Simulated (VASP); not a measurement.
# Si in VASP: notebook

Si is run at these levels: PBE, r2SCAN; tasks: single point.

Program: VASP 6.6.1. These are calculated values, not measurements. Logs are shortened: lines on timing, memory, paths and dates and some standing lists are left out, and cuts for length are marked.

## 1. The cell of the first run

The structure is cubic, space group Fd-3m (No. 227). The conventional cell has a = 5.444 Å, b = 5.444 Å, c = 5.444 Å, α = 90.00°, β = 90.00°, γ = 90.00°. Si (site symmetry -43m) has 4 Si at 2.36 Å within 3.1 Å.

## 2. Single point, PBE

Input file INCAR:

```
SYSTEM = Si
PREC     = Accurate       ! precision mode
ENCUT    = 520            ! plane-wave cutoff, eV
EDIFF    = 1E-7           ! SCF threshold, eV
ISMEAR   = -1             ! smearing method
SIGMA    = 0.02           ! smearing width, eV
LREAL    = .False.        ! projectors in reciprocal space
LASPH    = .True.         ! aspherical terms in the spheres
NELM     = 80             ! most SCF steps
ALGO     = Normal         ! electronic algorithm
ISIF     = 2              ! what is computed and relaxed
LWAVE    = .False.        ! write WAVECAR
LCHARG   = .False.        ! write CHGCAR
GGA      = PE             ! functional
NBANDS   = 11             ! bands
```

Input file KPOINTS:

```
Automatic mesh
0
Gamma
  8 8 8
  0 0 0
```

Input file POSCAR:

```
Si
1.0
    0.0000000000      2.7221188956      2.7221188956
    2.7221188956      0.0000000000      2.7221188956
    2.7221188956      2.7221188956      0.0000000000
Si
2
Direct
    0.0000000000      0.0000000000      0.0000000000
    0.2500000000      0.2500000000      0.2500000000
```

Potentials or basis: VASP PAW PBE potentials, release 64 (Si).

On the command line:

```console
$ cat potpaw_PBE.64/Si/POTCAR > POTCAR
$ mpirun -np 1 vasp_std > vasp.out
```

OUTCAR:

```text
SYSTEM = Si
   PREC = Accurate
   ENCUT = 520
   EDIFF = 1E-7
   ISMEAR = -1
   LREAL = .False.
   LASPH = .True.
   NELM = 80
   ISIF = 2
   GGA = PE

 ion  position               nearest neighbor table
   1  0.000  0.000  0.000-   2 2.36   2 2.36   2 2.36   2 2.36
   2  0.250  0.250  0.250-   1 2.36   1 2.36   1 2.36   1 2.36

  LATTYP: Found a face centered cubic cell.
 ALAT       =     5.4442377912

  Lattice vectors:

 A1 = (   0.0000000000,   2.7221188956,   2.7221188956)
 A2 = (   2.7221188956,   0.0000000000,   2.7221188956)
 A3 = (   2.7221188956,   2.7221188956,   0.0000000000)

Analysis of symmetry for initial positions (statically):
=====================================================================
 Subroutine PRICEL returns:
 Original cell was already a primitive cell.

 Routine SETGRP: Setting up the symmetry group for a
 face centered cubic supercell.

 Subroutine GETGRP returns: Found 48 space group operations
 (whereof 24 operations were pure point group operations)
 out of a pool of 48 trial point group operations.

The static configuration has the point symmetry T_d .
 The point group associated with its full space group is O_h .

Analysis of symmetry for dynamics (positions and initial velocities):
=====================================================================
 Subroutine PRICEL returns:
 Original cell was already a primitive cell.

 Routine SETGRP: Setting up the symmetry group for a
 face centered cubic supercell.

 Subroutine GETGRP returns: Found 48 space group operations
 (whereof 24 operations were pure point group operations)
 out of a pool of 48 trial point group operations.

The dynamic configuration has the point symmetry T_d .
 The point group associated with its full space group is O_h .

 Subroutine INISYM returns: Found 48 space group operations
 (whereof 24 operations are pure point group operations),
 and found     1 'primitive' translations

----------------------------------------------------------------------------------------

                                     Primitive cell

  volume of cell :      40.3414

  direct lattice vectors                    reciprocal lattice vectors
     0.000000000  2.722118896  2.722118896    -0.183680441  0.183680441  0.183680441
     2.722118896  0.000000000  2.722118896     0.183680441 -0.183680441  0.183680441
     2.722118896  2.722118896  0.000000000     0.183680441  0.183680441 -0.183680441

[... 83 lines left out ...]
   EDIFF  = 0.1E-06   stopping-criterion for ELM
   LREAL  =      F    real-space projection
   EDIFFG = 0.1E-05   stopping-criterion for IOM
   NSW    =      0    number of steps for IOM
   IBRION =     -1    ionic relax: 0-MD 1-quasi-New 2-CG
   NFREE  =      0    steps in history (QN), initial steepest desc. (CG)
   ISIF   =      2    stress and relaxation
   ISYM   =      2    0-nonsym 1-usesym 2-fastsym
   POTIM  = 0.5000    time-step for ionic-motion
   TEBEG  =    0.0;   TEEND  =   0.0 temperature during run
   PSTRESS=    0.0 pullay stress
   NELECT =       8.0000    total number of electrons
   NUPDOWN=      -1.0000    fix difference up-down
   EMIN   =  10.00;   EMAX   =-10.00  energy-range for DOS
   EFERMI =   0.00;   METHOD = LEGACY
   ISMEAR =    -1;   SIGMA  =   0.02  broadening in eV -4-tet -1-fermi 0-gaus
   EFERMI_NEDOS =   21; number of points for ismear=-14 and -15
   IALGO  =     38    algorithm
   IMIX   =      4    mixing-type and parameters
     AMIX     =   0.40;   BMIX     =  1.00
     AMIX_MAG =   1.60;   BMIX_MAG =  1.00
  volume/ion in A,a.u.               =      20.17       136.12
  Fermi-wavevector in a.u.,A,eV,Ry     =   0.954672  1.804069 12.400344  0.911400
  Thomas-Fermi vector in A             =   2.083440
   LORBIT       =      0    0 simple, 1 ext, 2 COOP (PROOUT), +10 PAW based schemes
   GGA     = PE    functional components
   LHFCALC =     F    Hartree Fock is set to
   AEXX    =    0.0000 exact exchange contribution
   IVDW    =     0    specifies the selected vdW correction
   LEPSILON=     F    determine dielectric tensor
   LRPA    =     F    only Hartree local field effects (RPA)
 non-spin polarized calculation
  energy-cutoff  :      520.00
  volume of cell :       40.34
 maximum number of plane-waves:      1106
 NGX is ok and might be reduce to    30
   NGX = 15   NGY = 15   NGZ = 15

 number of electron       8.0000001 magnetization

 Free energy of the ion-electron system (eV)
  ---------------------------------------------------
  ext. energy  EPLUGINS =         0.00000000
  ---------------------------------------------------
  free energy    TOTEN  =       -10.84397831 eV

  energy without entropy =      -10.84397830  energy(sigma->0) =      -10.84397831

 E-fermi :   6.0589     XC(G=0):  -9.3789

 val. band max:        5.7520480753   @ k =   0.0000   0.0000   0.0000
 cond. band min:       6.3803604749   @ k =   0.3750   0.3750   0.0000
 fundamental gap:      0.6283123996
 Fermi energy:         6.0589488839

 k-point     1 :       0.0000    0.0000    0.0000
  band No.  band energies     occupation
      1      -6.1544      2.00000
      2       5.7520      2.00000
      3       5.7520      2.00000
      4       5.7520      2.00000
      5       8.3141      0.00000
      6       8.3141      0.00000
      7       8.3141      0.00000
      8       9.0400      0.00000
      9      13.4675      0.00000
     10      13.4675      0.00000
     11      13.6826      0.00000
[... 309 lines left out ...]
 k-point    24 :      -0.3750    0.2500    0.1250
  band No.  band energies     occupation
      1      -3.3063      2.00000
      2      -1.0036      2.00000
      3       2.3264      2.00000
      4       3.6120      2.00000
      5       8.8051      0.00000
      6       8.8891      0.00000
      7      11.6409      0.00000
      8      12.8505      0.00000
      9      13.1179      0.00000
     10      16.3079      0.00000
     11      17.4003      0.00000

 [... further k-points ...]
[... 5 lines left out ...]
  --------------------------------------------------------------------------------------
  -------------------------------------------------------------------------------------
  Total        0.3104152      0.3104152      0.3104152      0.0000000      0.0000000      0.0000000
  in kB       12.3282755     12.3282755     12.3282755      0.0000000      0.0000000      0.0000000
  external PRESSURE =      12.3282755 kB  Pullay stress =       0.0000000 kB

 VOLUME and BASIS-vectors are now :
 -----------------------------------------------------------------------------
  energy-cutoff  :      520.00
  volume of cell :       40.34
      direct lattice vectors                 reciprocal lattice vectors
     0.000000000  2.722118896  2.722118896    -0.183680441  0.183680441  0.183680441
     2.722118896  0.000000000  2.722118896     0.183680441 -0.183680441  0.183680441
     2.722118896  2.722118896  0.000000000     0.183680441  0.183680441 -0.183680441

 POSITION                                       TOTAL-FORCE (eV/Angst)
 -----------------------------------------------------------------------------------
      0.00000      0.00000      0.00000         0.000000      0.000000      0.000000
      1.36106      1.36106      1.36106        -0.000000     -0.000000     -0.000000
 -----------------------------------------------------------------------------------
    total drift:                               -0.000000     -0.000000     -0.000000

  FREE ENERGIE OF THE ION-ELECTRON SYSTEM (eV)
  ---------------------------------------------------
  free  energy   TOTEN  =       -10.8439783060 eV

  energy  without entropy=      -10.8439783043  energy(sigma->0) =      -10.84397831
```

stdout:

```text
POSCAR found type information on POSCAR Si
 POSCAR found :  1 types and       2 ions
 scaLAPACK will be used
 LDA part: xc-table for (Slater+PW92), standard interpolation
 POSCAR, INCAR and KPOINTS ok, starting setup
 FFT: planning ... GRIDC
 FFT: planning ... GRID_SOFT
 FFT: planning ... GRID
 WAVECAR not read
 entering main loop
```

It took 7.6 s on 1 thread of Intel Xeon 6975P-C, shared host; peak memory 0.16 GiB.

What came out:

- Free energy: -10.8440 eV
- Pressure: 1.2 GPa
- Band gap on the k mesh: 0.63 eV, indirect (least direct gap 2.56 eV)

## 3. Single point, r2SCAN

POSCAR is that of step 2.

Input file INCAR.step1:

```
SYSTEM = Si
  PREC = Accurate
  ENCUT = 520
  ISMEAR = 0
  SIGMA = 0.01
  LREAL = .False.
  LASPH = .True.
  NELM = 80
  NBANDS = 11
  GGA = PE
  ALGO = Normal
  EDIFF = 1E-4
  LWAVE = .True.
  LCHARG = .False.
```

Input file INCAR.step2:

```
SYSTEM = Si
  PREC = Accurate
  ENCUT = 520
  EDIFF = 1E-6
  ISMEAR = 0
  SIGMA = 0.01
  LREAL = .False.
  LASPH = .True.
  NELM = 80
  ALGO = Normal
  ISIF = 2
  LWAVE = .False.
  LCHARG = .True.
  METAGGA = R2SCAN
  LMIXTAU = .True.
  LELF = .True.
  LVHAR = .True.
  NBANDS = 11
  ISTART = 1
```

Input file KPOINTS:

```
regular mesh
0
Gamma
  8 8 8
  0 0 0
```

Potentials or basis: VASP PAW PBE potentials, release 64 (Si).

On the command line:

```console
$ cat potpaw_PBE.64/Si/POTCAR > POTCAR
$ cp INCAR.step1 INCAR
$ mpirun -np 1 vasp_std > vasp.out
$ cp INCAR.step2 INCAR
$ mpirun -np 1 vasp_std > vasp.out
```

OUTCAR:

```text
SYSTEM = Si
   PREC = Accurate
   ENCUT = 520
   EDIFF = 1E-6
   ISMEAR = 0
   LREAL = .False.
   LASPH = .True.
   NELM = 80
   ISIF = 2
   METAGGA = R2SCAN
   ISTART = 1

 ion  position               nearest neighbor table
   1  0.000  0.000  0.000-   2 2.36   2 2.36   2 2.36   2 2.36
   2  0.250  0.250  0.250-   1 2.36   1 2.36   1 2.36   1 2.36

  LATTYP: Found a face centered cubic cell.
 ALAT       =     5.4442377912

  Lattice vectors:

 A1 = (   0.0000000000,   2.7221188956,   2.7221188956)
 A2 = (   2.7221188956,   0.0000000000,   2.7221188956)
 A3 = (   2.7221188956,   2.7221188956,   0.0000000000)
[... 516 lines left out ...]
      8      13.2530      0.00000
      9      13.5717      0.00000
     10      16.8928      0.00000
     11      18.0902      0.00000

 [... further k-points ...]
[... 5 lines left out ...]
  --------------------------------------------------------------------------------------
  -------------------------------------------------------------------------------------
  Total       -0.0580158     -0.0580158     -0.0580158      0.0000000     -0.0000000     -0.0000000
  in kB       -2.3041233     -2.3041233     -2.3041233      0.0000000     -0.0000000     -0.0000000
  external PRESSURE =      -2.3041233 kB  Pullay stress =       0.0000000 kB

 VOLUME and BASIS-vectors are now :
 -----------------------------------------------------------------------------
  energy-cutoff  :      520.00
  volume of cell :       40.34
      direct lattice vectors                 reciprocal lattice vectors
     0.000000000  2.722118896  2.722118896    -0.183680441  0.183680441  0.183680441
     2.722118896  0.000000000  2.722118896     0.183680441 -0.183680441  0.183680441
     2.722118896  2.722118896  0.000000000     0.183680441  0.183680441 -0.183680441

 POSITION                                       TOTAL-FORCE (eV/Angst)
 -----------------------------------------------------------------------------------
      0.00000      0.00000      0.00000         0.000000      0.000000      0.000000
      1.36106      1.36106      1.36106        -0.000000     -0.000000     -0.000000
 -----------------------------------------------------------------------------------
    total drift:                               -0.000000     -0.000000     -0.000000

  FREE ENERGIE OF THE ION-ELECTRON SYSTEM (eV)
  ---------------------------------------------------
  free  energy   TOTEN  =       -17.5471404215 eV

  energy  without entropy=      -17.5471404215  energy(sigma->0) =      -17.54714042
```

Run time: 30 s. Hardware: 1 thread of Intel Xeon 6975P-C, shared host; peak memory 0.16 GiB.

What came out:

* Free energy: -17.5471 eV
* Pressure: -0.2 GPa
* Band gap on the k mesh: 0.83 eV, indirect (least direct gap 2.75 eV)

Levels at points of the mesh, in eV from the valence-band top:
```csv
k point,band 1,band 2,band 3,band 4,band 5,band 6,band 7,band 8,band 9
"(0.00, 0.00, 0.00)",-12.47,0.00,0.00,0.00,2.75,2.75,2.75,3.90,8.12
"(0.50, 0.00, 0.00)",-10.04,-7.23,-1.27,-1.27,1.86,3.59,3.59,8.33,11.14
"(0.50, 0.50, 0.00)",-8.13,-8.13,-2.99,-2.99,0.93,0.93,10.81,10.81,11.59
```

Caveat: the PAW data sets were made with another functional, which shifts forces and pressure a little.

## 4. Single point, PBE (uniaxial z strain -3.0%)

Input file INCAR:

```
ALGO = Normal
EDIFF = 1E-6
ENCUT = 520
GGA = PE
ISIF = 2
ISMEAR = -1
LASPH = T
LCHARG = F
LREAL = F
LWAVE = F
NBANDS = 11
NELM = 100
PREC = Accurate
SIGMA = 0.02
```

Input file KPOINTS:

```
k-points
0
Gamma
  8 8 8
```

Input file POSCAR:

```
Si
1.0
    0.0000000000      2.7221188956      2.6404553288
    2.7221188956      0.0000000000      2.6404553288
    2.7221188956      2.7221188956      0.0000000000
Si
2
Direct
    0.0000000000      0.0000000000      0.0000000000
    0.2500000000      0.2500000000      0.2500000000
```

On the command line:

```console
$ cat potpaw_PBE.64/Si/POTCAR > POTCAR
$ mpirun -np 1 vasp_std > vasp.out
```

It took 12 s on 1 thread of Intel Xeon 6975P-C, shared host; peak memory 0.16 GiB.

The run converged. Its results:

```
Free energy            : -10.8163 eV
Pressure               : 4.3 GPa
Band gap on the k mesh : 0.25 eV, indirect (least direct gap 2.36 eV)
```

Stress tensor (GPa, compression positive):
```
3.34 0.00 0.00
0.00 3.34 0.00
0.00 0.00 6.12
```

Levels at points of the mesh, in eV from the valence-band top:
```csv
k point,band 1,band 2,band 3,band 4,band 5,band 6,band 7,band 8,band 9
"(0.00, 0.00, 0.00)",-12.26,-0.21,-0.21,0.00,2.36,2.48,2.48,3.49,7.31
"(0.50, 0.00, 0.00)",-9.87,-7.22,-1.50,-1.21,1.45,3.07,3.35,7.63,10.28
"(0.50, 0.50, 0.00)",-7.90,-7.90,-3.21,-3.21,0.36,0.36,10.13,10.13,10.98
"(0.50, 0.00, 0.50)",-8.09,-8.09,-2.97,-2.97,0.61,0.61,10.02,10.02,11.03
```

Caveat: the cell differs from its parent crystal (uniaxial z strain -3.0%). A k mesh can miss the band edges.

(Part 1 of 2 ends here.)
